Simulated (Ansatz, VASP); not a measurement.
# One calculation of Al2Ru, two programs

```xyz
3
Lattice="4.1938 0.0000 0.0000 0.0000 4.1938 0.0000 0.0000 0.0000 2.8418" Properties=species:S:1:pos:R:3 pbc="T T T"
Al    2.0969    0.0000    1.4209
Al    0.0000    2.0969    1.4209
Ru    0.0000    0.0000    0.0000
```

Change from the starting cell: the structure that the rattled cuprite type (Pn-3m, No. 224) fell into.

Alike in both runs: functional r2SCAN; k mesh 12 × 12 × 16; occupations gaussian, width 0.1 eV; no spin polarisation.

Ansatz relaxed the structure, and its values are those at the end. VASP's run is a single point on that final structure, the one shown.

|  | VASP | Ansatz |
| --- | --- | --- |
| version | VASP 6.6.1 | Ansatz 0.2.0 |
| potentials or method | VASP PAW PBE potentials, release 64 (Al, Ru_pv), cutoff 520 eV | scalar-relativistic, plane waves, PAW |
| valence electrons in the cell | 20 | 22 |

```csv
,VASP,Ansatz,Ansatz less VASP
gap on the k mesh at the Fermi level (eV),none,none,-
pressure (GPa),0.0,0.0,+0.02
```

VASP's potentials were made for PBE, not for r2SCAN. A gap of «none» marks a metal or a gap that the smearing closes. With one functional, cell and mesh, what is left measures potentials, basis and numerics. VASP's potentials hold 20 valence electrons a cell and Ansatz's 22, so a difference there can come from the potentials and not from the codes.
